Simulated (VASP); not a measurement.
A run of VASP 6.6.1 is set up as follows.

INCAR

```
SYSTEM = CdS
ALGO     = Normal         ! electronic algorithm
EDIFF    = 1E-6           ! SCF threshold, eV
ENCUT    = 520            ! plane-wave cutoff, eV
GGA      = PS             ! functional
ISIF     = 2              ! what is computed and relaxed
ISMEAR   = 0              ! smearing method
LASPH    = .TRUE.         ! aspherical terms in the spheres
LCHARG   = .FALSE.        ! write CHGCAR
LREAL    = .FALSE.        ! projectors in reciprocal space
LWAVE    = .FALSE.        ! write WAVECAR
NBANDS   = 16             ! bands
NELM     = 100            ! most SCF steps
PREC     = Accurate       ! precision mode
SIGMA    = 0.01           ! smearing width, eV
```

The input KPOINTS:

```
k-points
0
G
  6 6 4
  0 0 0
```

Contents of POSCAR:

```
CdS
1.0
    4.3718989228      0.0000000000      0.0000000000
   -2.1859494614      3.7861750479      0.0000000000
    0.0000000000      0.0000000000      5.9549977322
Cd S
1 1
Direct
    0.0000000000      0.0000000000      0.4426920000
    0.6666666667      0.3333333333      0.4343080000
```

Potentials or basis: VASP PAW PBE potentials, release 64 (Cd, S).

The run is started by

```console
$ cat potpaw_PBE.64/Cd/POTCAR potpaw_PBE.64/S/POTCAR > POTCAR
$ mpirun -np 1 vasp_std > vasp.out
```

Problem. Estimate the band gap on the k mesh.

Solution. 1.13 eV, indirect (least direct gap 1.27 eV).

Problem. What does it give for the pressure?

Solution. -2.9 GPa.

Problem. Estimate the largest force.

Solution. 0.029 eV/Å.

Stress tensor (GPa, compression positive):
```
-4.38  0.00  0.00
 0.00 -4.38  0.00
 0.00  0.00  0.00
```

Caveat: the PAW data sets were made with another functional, which shifts forces and pressure a little. A k mesh can miss the band edges.
